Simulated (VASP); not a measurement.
Set up this calculation in VASP 6.6.1, as the native input.

```
Task                   : single point
Functional             : PBEsol
Potentials or basis    : VASP PAW PBE potentials, release 64 (Ta_pv)
Cutoff                 : 520 eV
k mesh                 : 20 × 20 × 20
Occupations            : gaussian, width 0.15 eV
Spin                   : no spin polarisation
Dipole correction      : no
Further INCAR settings : ALGO = Fast; EDIFF = 1e-06; NBANDS = 12
```

The structure of Ta lies in POSCAR:

```
Ta
1.0
   -1.7503568000      1.6512800000      1.6512800000
    1.7503568000     -1.6512800000      1.6512800000
    1.7503568000      1.6512800000     -1.6512800000
Ta
1
Direct
    0.0000000000      0.0000000000      0.0000000000
```

This cell differs from its parent crystal: strain +0.0600 x Voigt [1, 0, 0, 0, 0, 0].

The input as run:

INCAR

```
PREC     = Accurate       # precision mode
ENCUT    = 520            # plane-wave cutoff, eV
EDIFF    = 1E-6           # SCF threshold, eV
ISMEAR   = 0              # smearing method
SIGMA    = 0.15           # smearing width, eV
LREAL    = F              # projectors in reciprocal space
LASPH    = T              # aspherical terms in the spheres
NELM     = 60             # most SCF steps
ALGO     = Fast           # electronic algorithm
ISIF     = 2              # what is computed and relaxed
LWAVE    = F              # write WAVECAR
LCHARG   = F              # write CHGCAR
GGA      = PS             # functional
NBANDS   = 12             # bands
```

KPOINTS

```
Automatic mesh
0
Gamma
  20 20 20
```

Potentials or basis: VASP PAW PBE potentials, release 64 (Ta_pv).

Command:

```sh
$ cat potpaw_PBE.64/Ta_pv/POTCAR > POTCAR
$ mpirun -np 1 vasp_std > vasp.out
```

It gave:

The pressure is -13.6 GPa.

Caveat: the cell differs from its parent crystal (strain +0.0600 x Voigt [1, 0, 0, 0, 0, 0]); the PAW data sets were made with another functional, which shifts forces and pressure a little.

Wall time 47 s on 1 thread of Intel(R) Xeon(R) 6975P-C (Granite Rapids) (shared host), peak memory 0.25 GiB.
